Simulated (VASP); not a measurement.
AlNi:

```
Ni Al
1.0
     2.88100    0.00000    0.00000
     0.00000    2.88100    0.00000
     0.00000    0.00000    2.85219
Ni Al
1 1
Direct
  0.50000 0.50000 0.50000
  0.00000 0.00000 0.00000
```

Base run:

```yaml
Program: VASP 6.6.1
Functional: PBE
Potentials_or_basis: VASP PAW PBE potentials, release 64 (Ni, Al)
Cutoff: 520 eV
k_mesh: 8 × 8 × 8
Occupations: fermi-dirac, width 0.05 eV
Spin: collinear spin, ferromagnetic start
Starting_moments: "[1.0, 0.0] μB"
```

Its results: pressure 3.9 GPa; net moment 0.00 μB per cell.

**Question.** The run is repeated on the same cell with these changes: functional from PBE to PBEsol; further incar settings from ALGO = Normal; EDIFF = 1e-06; NBANDS = 18 to ALGO = Normal; EDIFF = 1e-07; NBANDS = 18. What comes out?

**Answer.** Pressure -1.3 GPa; net moment 0.00 μB per cell.

Caveats: the PAW data sets were made with another functional, which shifts forces and pressure a little (some runs).
